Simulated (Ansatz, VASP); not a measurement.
## Two plane-wave programs on HfB2

The input INCAR:

```
SYSTEM = HfB2
PREC = Accurate
ENCUT = 520
EDIFF = 1E-8
ISMEAR = 0
SIGMA = 0.05
LREAL = .False.
LASPH = .True.
NELM = 100
ALGO = Normal
ISIF = 2
LWAVE = .False.
LCHARG = .False.
GGA = PE
LEFG = .True.
NBANDS = 15
```

The input KPOINTS:

```
Automatic mesh
0
Gamma
  14 14 12
  0 0 0
```

POSCAR

```
HfB2
1.0
    3.1453127744      0.0000000000      0.0000000000
   -1.5726563872      2.7239207655      0.0000000000
    0.0000000000      0.0000000000      3.4867733264
Hf B
1 2
Direct
    0.0000000000      0.0000000000      0.0000000000
    0.3333333333      0.6666666667      0.5000000000
    0.6666666667      0.3333333333      0.5000000000
```

Input for Ansatz:

```yaml
crystal:
  lattice:
    - [3.1453127744, 0.0, 0.0]
    - [-1.5726563872, 2.7239207655, 0.0]
    - [0.0, 0.0, 3.4867733264]
  atoms:
    - { symbol: Hf, position: [0.0, 0.0, 0.0] }
    - { symbol: B, position: [0.3333333333, 0.6666666667, 0.5] }
    - { symbol: B, position: [0.6666666667, 0.3333333333, 0.5] }
basis:
  ecutwfc: 420
  ecutrho_ratio: 4
kpoints:
  mp_grid: { grid: [14, 14, 12] }
hamiltonian:
  xc: pbe
scf:
  occupations: { method: gaussian, width: 0.05 }
output:
  forces: true
  stress: true
  eigenvalues: true
  efg:
    contact_densities: true
    quadrupole_moments_barn: { B: 0.04059, Hf: 3.365 }
```

Alike in both runs: task electric field gradients; functional PBE; k mesh 14 × 14 × 12; occupations gaussian, width 0.05 eV; no spin polarisation.

|  | VASP | Ansatz |
| --- | --- | --- |
| version | VASP 6.6.1 | Ansatz 0.2.0 |
| potentials or method | VASP PAW PBE potentials, release 64 (Hf_pv, B), cutoff 520 eV | scalar-relativistic, plane waves, PAW |
| valence electrons in the cell | 16 | 32 |

|  | VASP | Ansatz | Ansatz less VASP |
| --- | --- | --- | --- |
| gap on the k mesh at the Fermi level (eV) | none | none | - |
| pressure (GPa) | -0.4 | 0.0 | +0.39 |
| traceless stress, the component that is largest in VASP (GPa) | 0.19 | 0.00 | -0.190 |
| size of Vzz on the site where it differs most (V/Å²) | 77.3 | 106.4 | +29.07 |

A gap of «none» marks a metal or a gap that the smearing closes. The functional is the same, so the differences come from potentials, cutoffs and numerics. VASP's potentials hold 16 valence electrons a cell and Ansatz's 32, so a difference there can come from the potentials and not from the codes.

Neither program's run includes spin-orbit coupling.
